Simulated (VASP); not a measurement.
# BiTe: single point with PBE

BiTe:

```
Bi Te
1.0
     2.38637    1.37777    3.21777
    -2.38637    1.37777    3.21777
     0.00000   -2.75554    3.21777
Bi Te
1 1
Direct
  0.50000 0.50000 0.50000
  0.00000 0.00000 0.00000
```

This cell differs from its parent crystal: strain -0.015 along x and y, -0.030 along z.

```json
{
  "Program": "VASP 6.6.1",
  "Task": "single point",
  "Functional": "PBE",
  "Potentials or basis": "VASP PAW PBE potentials, release 64 (Bi_d, Te)",
  "Cutoff": "520 eV",
  "k mesh": "12 × 12 × 12",
  "Occupations": "gaussian, width 0.15 eV",
  "Spin": "no spin polarisation"
}
```

```yaml
Pressure: 3.1 GPa
Band_gap_on_the_k_mesh: zero (an odd number of electrons rules out a gap without spin polarisation)
```

Stress tensor (GPa, compression positive):
```
3.31 0.00 0.00
0.00 3.31 0.00
0.00 0.00 2.62
```

Levels at points of the mesh, in eV from the Fermi level:
```
           k point  band 6  band 7  band 8  band 9  band 10  band 11  band 12  band 13  band 14  band 15
(0.00, 0.00, 0.00)  -13.90   -8.09   -3.12   -3.12    -1.65     2.00     2.71     2.71     3.90     3.90
(0.50, 0.00, 0.00)  -11.84  -11.58   -1.96   -1.90    -1.02    -0.93    -0.68     0.44     6.65     6.78
(0.50, 0.50, 0.00)  -11.90   -9.99   -6.00   -4.84    -3.45     2.25     3.24     3.83     4.93     8.26
(0.50, 0.50, 0.50)  -11.41  -11.07   -2.55   -2.55    -2.37    -1.73    -1.45    -1.45     8.28     8.86
```

Wall time 74 s on 1 thread of Intel(R) Xeon(R) Platinum 8488C (Sapphire Rapids) (shared host), peak memory 0.34 GiB.

Caveat: the cell differs from its parent crystal (strain -0.015 along x and y, -0.030 along z); the cell stands under pressure; spin-orbit coupling is left out, which moves the levels of the heavy elements.
